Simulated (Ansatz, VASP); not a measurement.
# Two plane-wave programs on Lu

INCAR

```
PREC = Accurate
ENCUT = 520
EDIFF = 1E-7
ISMEAR = -1
SIGMA = 0.1
LREAL = F
LASPH = T
NELM = 60
ALGO = Normal
ISIF = 2
LWAVE = F
LCHARG = F
GGA = B5
ALDAX = 1.0
AGGAX = 1.0
AGGAC = 1.0
ALDAC = 0.0
NBANDS = 58
```

KPOINTS

```
Automatic mesh
0
Gamma
  12 12 4
```

The input POSCAR:

```
Lu
1.0
    3.6343849573      0.0000000000      0.0000000000
   -1.8171924786      3.1474697001      0.0000000000
    0.0000000000      0.0000000000     11.6388224120
Lu
4
Direct
    1.0000000000      0.0000000000      1.0000000000
    1.0000000000      1.0000000000      0.5000000000
    0.3333333333      0.6666666667      0.2500000000
    0.6666666667      0.3333333333      0.7500000000
```

Input for Ansatz:

```yaml
crystal:
  lattice:
    - [3.6343849573, 0.0, 0.0]
    - [-1.8171924786, 3.1474697001, 0.0]
    - [0.0, 0.0, 11.638822412]
  atoms:
    - { symbol: Lu, position: [1.0, 0.0, 1.0] }
    - { symbol: Lu, position: [1.0, 1.0, 0.5] }
    - { symbol: Lu, position: [0.3333333333, 0.6666666667, 0.25] }
    - { symbol: Lu, position: [0.6666666667, 0.3333333333, 0.75] }
hamiltonian:
  xc: blyp
  pseudopotentials:
    kind: paw
    azcp:
      Lu: "pseudopotentials/Lu.paw.azcp"
basis:
  ecutwfc: 420
  fft_grid_basis: typed
kpoints:
  mp_grid: { grid: [12, 12, 4], shift: [0, 0, 0] }
magnetization:
  spin_polarized: false
scf:
  occupations: { method: fermi_dirac, width: 0.1 }
  lower_state_search: "off"
output:
  stress: true
  write_density: true
  write_potential: true
  elf: true
  volumetric_format: npy
```

Alike in both runs: task single point; functional BLYP; k mesh 12 × 12 × 4; occupations fermi-dirac, width 0.1 eV; no spin polarisation.

```csv
,VASP,Ansatz
version,VASP 6.6.1,Ansatz 0.2.0
potentials or method,"VASP PAW PBE potentials, release 64 (Lu), cutoff 520 eV","plane waves (420 eV) with PAW, scalar-relativistic"
valence electrons in the cell,100,100
```

```csv
,VASP,Ansatz,Ansatz less VASP
pressure (GPa),-3.8,-3.9,-0.08
"traceless stress, the component that is largest in VASP (GPa)",-0.09,-0.09,+0.001
```

VASP's potentials were made for PBE, not for BLYP.

Spin-orbit coupling is off throughout.
